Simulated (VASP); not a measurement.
A run of VASP 6.6.1 is set up as follows.

INCAR

```
ALGO     = Fast           # electronic algorithm
EDIFF    = 1E-6           # SCF threshold, eV
ENCUT    = 520            # plane-wave cutoff, eV
GGA      = PS             # functional
ISIF     = 2              # what is computed and relaxed
ISMEAR   = 0              # smearing method
LASPH    = True           # aspherical terms in the spheres
LCHARG   = True           # write CHGCAR
LELF     = True           # ELF
LREAL    = False          # projectors in reciprocal space
LVHAR    = True         
LWAVE    = False          # write WAVECAR
NBANDS   = 13             # bands
NELM     = 60             # most SCF steps
PREC     = Accurate       # precision mode
SIGMA    = 0.15           # smearing width, eV
```

KPOINTS

```
k-points
0
Gamma
  22 22 22
```

POSCAR

```
W
1.0
    0.0000000000      1.9665204915      2.1631725406
    1.9665204915      0.0000000000      2.1631725406
    1.9665204915      1.9665204915      0.0000000000
W
1
Direct
    0.0000000000      0.0000000000      0.0000000000
```

Potentials or basis: VASP PAW PBE potentials, release 64 (W_sv).

The run is started by

```console
$ cat potpaw_PBE.64/W_sv/POTCAR > POTCAR
$ mpirun -np 1 vasp_std > vasp.out
```

Estimate the pressure.

-12.3 GPa.

Predict the band gap on the k mesh.

zero (band 7 reaches 13.66 eV, above the bottom of band 8 at 9.75 eV).

Stress tensor (GPa, compression positive):
```
-16.07   0.00   0.00
  0.00 -16.07   0.00
  0.00   0.00  -4.74
```

Caveat: the PAW data sets were made with another functional, which shifts forces and pressure a little; spin-orbit coupling is left out, which moves the levels of the heavy elements.
